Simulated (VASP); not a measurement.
# Sc3Mo (Pm-3m) in VASP: a series of runs

Runs on Sc3Mo. Level: PBE. Tasks: relaxation of cell and atoms, single point.

Everything below comes from runs of VASP 6.6.1. Logs are shortened: lines on timing, memory, paths and dates and some standing lists are left out, and cuts for length are marked.

## 1. The cell of the first run

The structure is cubic, space group Pm-3m (No. 221). The conventional cell has a = 4.172 Å, b = 4.172 Å, c = 4.172 Å, α = 90.00°, β = 90.00°, γ = 90.00°. Sc (site symmetry 4/mmm) has 8 Sc at 2.95 Å and 4 Mo at 2.95 Å within 3.9 Å. Within 3.9 Å of Mo (site symmetry m-3m) lie 12 Sc at 2.95 Å.

## 2. Relaxation of cell and atoms, PBE

The input, INCAR:

```
PREC = Accurate ; ENCUT = 600
EDIFF = 1E-7 ; ISMEAR = 0
SIGMA = 0.1 ; LREAL = False
LASPH = True ; NELM = 100
ALGO = Normal ; ISIF = 3
LWAVE = False ; LCHARG = False
GGA = PE ; IBRION = 2
NSW = 90 ; EDIFFG = -0.04
```

The input, KPOINTS:

```
Automatic mesh
0
Gamma
  4 4 4
```

The input, POSCAR:

```
Sc3Mo
1.0
    4.1722120800      0.0000000000      0.0000000000
    0.0000000000      4.1722120800      0.0000000000
    0.0000000000      0.0000000000      4.1722120800
Sc Mo
3 1
Direct
    0.5000000000      0.0000000000      0.5000000000
    0.0000000000      0.5000000000      0.5000000000
    0.5000000000      0.5000000000      0.0000000000
    0.0000000000      0.0000000000      0.0000000000
```

Potentials or basis: VASP PAW PBE potentials, release 64 (Sc_sv, Mo_sv).

Started as:

```console
$ cat potpaw_PBE.64/Sc_sv/POTCAR potpaw_PBE.64/Mo_sv/POTCAR > POTCAR
$ mpirun -np 1 vasp_std > vasp.out
```

OUTCAR:

```text
PREC = Accurate
   ENCUT = 600
   EDIFF = 1E-7
   ISMEAR = 0
   LREAL = False
   LASPH = True
   NELM = 100
   ISIF = 3
   GGA = PE
   IBRION = 2
   NSW = 90
   EDIFFG = -0.04

 ion  position               nearest neighbor table
   1  0.500  0.000  0.500-   2 2.95   3 2.95   4 2.95   3 2.95   4 2.95   2 2.95   3 2.95   3 2.95
                             2 2.95   4 2.95   4 2.95   2 2.95
   2  0.000  0.500  0.500-   1 2.95   3 2.95   4 2.95   3 2.95   4 2.95   1 2.95   4 2.95   4 2.95
                             1 2.95   3 2.95   3 2.95   1 2.95
   3  0.500  0.500  0.000-   1 2.95   2 2.95   4 2.95   1 2.95   2 2.95   1 2.95   4 2.95   1 2.95
                             2 2.95   4 2.95   2 2.95   4 2.95
   4  0.000  0.000  0.000-   1 2.95   2 2.95   3 2.95   1 2.95   2 2.95   2 2.95   3 2.95   2 2.95
                             1 2.95   3 2.95   1 2.95   3 2.95

  LATTYP: Found a simple cubic cell.
 ALAT       =     4.1722120800

  Lattice vectors:

 A1 = (   4.1722120800,   0.0000000000,   0.0000000000)
 A2 = (   0.0000000000,   4.1722120800,   0.0000000000)
 A3 = (   0.0000000000,   0.0000000000,   4.1722120800)

Analysis of symmetry for initial positions (statically):
=====================================================================
 Subroutine PRICEL returns:
 Original cell was already a primitive cell.

 Routine SETGRP: Setting up the symmetry group for a
 simple cubic supercell.

 Subroutine GETGRP returns: Found 48 space group operations
 (whereof 48 operations were pure point group operations)
 out of a pool of 48 trial point group operations.

The static configuration has the point symmetry O_h .

Analysis of symmetry for dynamics (positions and initial velocities):
=====================================================================
 Subroutine PRICEL returns:
 Original cell was already a primitive cell.

 Routine SETGRP: Setting up the symmetry group for a
 simple cubic supercell.

 Subroutine GETGRP returns: Found 48 space group operations
 (whereof 48 operations were pure point group operations)
 out of a pool of 48 trial point group operations.

The dynamic configuration has the point symmetry O_h .

 Subroutine INISYM returns: Found 48 space group operations
 (whereof 48 operations are pure point group operations),
 and found     1 'primitive' translations

----------------------------------------------------------------------------------------

                                     Primitive cell

  volume of cell :      72.6272
[... 68 lines left out ...]
 SYSTEM =  unknown system
   PREC   = accura    normal or accurate (medium, high low for compatibility)
   ISTART =      0    job   : 0-new  1-cont  2-samecut
   ICHARG =      2    charge: 1-file 2-atom 10-const
   ISPIN  =      1    spin polarized calculation?
   LNONCOLLINEAR =      F non collinear calculations
   LSORBIT =      F    spin-orbit coupling
   LASPH  =      T    aspherical Exc in radial PAW
   ENCUT  =  600.0 eV  44.10 Ry    6.64 a.u.   8.33  8.33  8.33*2*pi/ulx,y,z
   NELM   =    100;   NELMIN=  2; NELMDL= -5     # of ELM steps
   EDIFF  = 0.1E-06   stopping-criterion for ELM
   LREAL  =      F    real-space projection
   EDIFFG = -.4E-01   stopping-criterion for IOM
   NSW    =     90    number of steps for IOM
   IBRION =      2    ionic relax: 0-MD 1-quasi-New 2-CG
   NFREE  =      1    steps in history (QN), initial steepest desc. (CG)
   ISIF   =      3    stress and relaxation
   ISYM   =      2    0-nonsym 1-usesym 2-fastsym
   POTIM  = 0.5000    time-step for ionic-motion
   TEBEG  =    0.0;   TEEND  =   0.0 temperature during run
   PSTRESS=    0.0 pullay stress
   NELECT =      47.0000    total number of electrons
   NUPDOWN=      -1.0000    fix difference up-down
   EMIN   =  10.00;   EMAX   =-10.00  energy-range for DOS
   EFERMI =   0.00;   METHOD = LEGACY
   ISMEAR =     0;   SIGMA  =   0.10  broadening in eV -4-tet -1-fermi 0-gaus
   EFERMI_NEDOS =   21; number of points for ismear=-14 and -15
   IALGO  =     38    algorithm
   IMIX   =      4    mixing-type and parameters
     AMIX     =   0.40;   BMIX     =  1.00
     AMIX_MAG =   1.60;   BMIX_MAG =  1.00
  volume/ion in A,a.u.               =      18.16       122.53
  Fermi-wavevector in a.u.,A,eV,Ry     =   1.416036  2.675921 27.281844  2.005159
  Thomas-Fermi vector in A             =   2.537413
   LORBIT       =      0    0 simple, 1 ext, 2 COOP (PROOUT), +10 PAW based schemes
   GGA     = PE    functional components
   LHFCALC =     F    Hartree Fock is set to
   AEXX    =    0.0000 exact exchange contribution
   IVDW    =     0    specifies the selected vdW correction
   LEPSILON=     F    determine dielectric tensor
   LRPA    =     F    only Hartree local field effects (RPA)
 conjugate gradient relaxation of ions
 non-spin polarized calculation
 Gauss-broadening in eV      SIGMA  =   0.10
  energy-cutoff  :      600.00
  volume of cell :       72.63
 maximum number of plane-waves:      2469
 NGX is ok and might be reduce to    36
   NGX = 17   NGY = 17   NGZ = 17

--------------------------------------- Ionic step        1  -------------------------------------------

 number of electron      46.9999990 magnetization

 Free energy of the ion-electron system (eV)
  ---------------------------------------------------
  ext. energy  EPLUGINS =         0.00000000
  ---------------------------------------------------
  free energy    TOTEN  =       -28.54126483 eV

  energy without entropy =      -28.51786595  energy(sigma->0) =      -28.52956539

------------------------ aborting loop because EDIFF is reached ----------------------------------------

  FORCE on cell =-STRESS in cart. coord.  units (eV):
  Direction    XX          YY          ZZ          XY          YZ          ZX
  --------------------------------------------------------------------------------------
  -------------------------------------------------------------------------------------
  Total        6.4021419      6.4021419      6.4021419     -0.0000000     -0.0000000     -0.0000000
  in kB      141.2331844    141.2331844    141.2331844     -0.0000000     -0.0000000     -0.0000000
  external PRESSURE =     141.2331844 kB  Pullay stress =       0.0000000 kB
[... 63 lines left out ...]
--------------------------------------- Ionic step        3  -------------------------------------------

 number of electron      46.9999991 magnetization

 Free energy of the ion-electron system (eV)
  ---------------------------------------------------
  ext. energy  EPLUGINS =         0.00000000
  ---------------------------------------------------
  free energy    TOTEN  =       -28.99569981 eV

  energy without entropy =      -28.97910275  energy(sigma->0) =      -28.98740128

 E-fermi :   5.6441     XC(G=0): -10.8524

 val. band max:        5.5941099736   @ k =   0.5000   0.5000   0.2500
 cond. band min:       5.6528361452   @ k =   0.5000   0.5000   0.2500
 fundamental gap:      0.0587261716
 Fermi energy:         5.6440715207

 k-point     1 :       0.0000    0.0000    0.0000
  band No.  band energies     occupation
      1     -54.7462      2.00000
      2     -43.6870      2.00000
      3     -43.5734      2.00000
      4     -43.5734      2.00000
      5     -28.8285      2.00000
      6     -28.8285      2.00000
[... 330 lines left out ...]
  FREE ENERGIE OF THE ION-ELECTRON SYSTEM (eV)
  ---------------------------------------------------
  free  energy   TOTEN  =       -28.9956998115 eV

  energy  without entropy=      -28.9791027464  energy(sigma->0) =      -28.98740128

 reached required accuracy - stopping structural energy minimisation
```

OSZICAR:

```text
N       E                     dE             d eps       ncg     rms          rms(c)
DAV:   1     0.962747986734E+03    0.96275E+03   -0.23453E+04   560   0.207E+03
DAV:   2     0.608713131845E+02   -0.90188E+03   -0.89131E+03   784   0.791E+02
DAV:   3    -0.248995699496E+02   -0.85771E+02   -0.82310E+02   912   0.289E+02
[... 38 lines left out ...]
DAV:   8    -0.289957076464E+02    0.21203E-04   -0.18670E-04   872   0.939E-02    0.226E-02
DAV:   9    -0.289957006087E+02    0.70376E-05   -0.22004E-05   848   0.314E-02    0.312E-03
DAV:  10    -0.289957002205E+02    0.38823E-06   -0.13384E-06   816   0.108E-02    0.202E-03
DAV:  11    -0.289956998331E+02    0.38744E-06   -0.52139E-07   624   0.384E-03    0.651E-04
DAV:  12    -0.289956998115E+02    0.21610E-07   -0.22975E-08   364   0.239E-03
   3 F= -.28995700E+02 E0= -.28987401E+02  d E =-.454435E+00
```

It took 52 s on 1 thread of Intel Xeon Platinum 8488C (Sapphire Rapids), shared host; peak memory 0.22 GiB.

What came out:

```
Free energy                            : -28.9957 eV
Relaxed volume                         : 20.97 Å³/atom
Relaxed cell                           : a = 4.377 Å, b = 4.377 Å, c = 4.377 Å, α = 90.00°, β = 90.00°, γ = 90.00°
Space group after relaxing (to 0.05 Å) : Pm-3m (No. 221)
Energy gained by relaxing              : 113.6 meV/atom
Ionic steps                            : 3
Pressure after relaxing                : 0.0 GPa
```

The path:
```csv
step,energy change (eV),largest force (eV/Å),pressure (GPa),volume (Å³)
1,0.0000,0.0000,14.12,72.63
2,-0.3216,0.0000,-5.75,90.78
3,-0.4544,0.0000,-0.05,83.87
```

Final structure:
```cif
data_structure
_symmetry_space_group_name_H-M 'P 1'
_symmetry_Int_Tables_number 1
_cell_length_a 4.3772
_cell_length_b 4.3772
_cell_length_c 4.3772
_cell_angle_alpha 90.000
_cell_angle_beta 90.000
_cell_angle_gamma 90.000
_cell_volume 83.87
loop_
_atom_site_label
_atom_site_type_symbol
_atom_site_fract_x
_atom_site_fract_y
_atom_site_fract_z
_atom_site_occupancy
Sc1 Sc 0.50000 0.00000 0.50000 1
Sc2 Sc 0.00000 0.50000 0.50000 1
Sc3 Sc 0.50000 0.50000 0.00000 1
Mo1 Mo 0.00000 0.00000 0.00000 1
```

Levels at points of the mesh, in eV from the Fermi level:
```
           k point  band 19  band 20  band 21  band 22  band 23  band 24  band 25  band 26  band 27  band 28
(0.00, 0.00, 0.00)    -2.58    -2.14    -1.68    -1.68    -1.68     1.13     1.13     1.13     2.59     2.59
(0.50, 0.00, 0.00)    -1.78    -1.01    -0.98    -0.83    -0.83     0.11     0.19     0.19     0.45     1.80
(0.50, 0.50, 0.00)    -1.71    -1.71    -0.79    -0.79    -0.57    -0.10     0.24     0.30     0.61     0.63
(0.50, 0.50, 0.50)    -2.56    -2.30     0.11     0.11     0.48     0.70     0.70     0.70     0.88     0.88
```

Caveat: the k points lie up to 0.36 Å⁻¹ apart in the final cell; the volume moved by over 15 % at a fixed basis, so the end points are rough.

## 3. Single point, PBE

This run uses another cell than the first one, of 20.83 Å³/atom, 1.147 times its volume.

The input, INCAR:

```
SYSTEM = Sc3Mo
PREC = Accurate
ENCUT = 520
EDIFF = 1E-6
ISMEAR = 0
SIGMA = 0.1
LREAL = .False.
LASPH = .True.
NELM = 80
ALGO = Fast
ISIF = 2
LWAVE = .False.
LCHARG = .True.
GGA = PE
LELF = .True.
LVHAR = .True.
NBANDS = 32
```

The input, KPOINTS:

```
regular mesh
0
Gamma
  10 10 10
  0 0 0
```

The input, POSCAR:

```
Sc3Mo
1.0
    4.3674452633      0.0000000000      0.0000000000
    0.0000000000      4.3674452633      0.0000000000
    0.0000000000      0.0000000000      4.3674452633
Sc Mo
3 1
Direct
    0.5000000000      0.0000000000      0.5000000000
    0.0000000000      0.5000000000      0.5000000000
    0.5000000000      0.5000000000      0.0000000000
    0.0000000000      0.0000000000      0.0000000000
```

Potentials or basis: VASP PAW PBE potentials, release 64 (Sc_sv, Mo_sv).

Started as:

```console
$ cat potpaw_PBE.64/Sc_sv/POTCAR potpaw_PBE.64/Mo_sv/POTCAR > POTCAR
$ mpirun -np 1 vasp_std > vasp.out
```

It took 74 s on 1 thread of Intel Xeon Platinum 8488C (Sapphire Rapids), shared host; peak memory 0.26 GiB.

The run converged. Its results:

```yaml
Free_energy: -29.0168 eV
Pressure: 0.1 GPa
```

Levels at points of the mesh, in eV from the Fermi level:
```
           k point  band 21  band 22  band 23  band 24  band 25  band 26
(0.00, 0.00, 0.00)    -1.67    -1.67    -1.67     1.16     1.16     1.16
(0.50, 0.00, 0.00)    -0.98    -0.80    -0.80     0.13     0.21     0.21
(0.50, 0.50, 0.00)    -0.76    -0.76    -0.56    -0.08     0.26     0.32
(0.50, 0.50, 0.50)     0.14     0.14     0.52     0.72     0.72     0.72
```
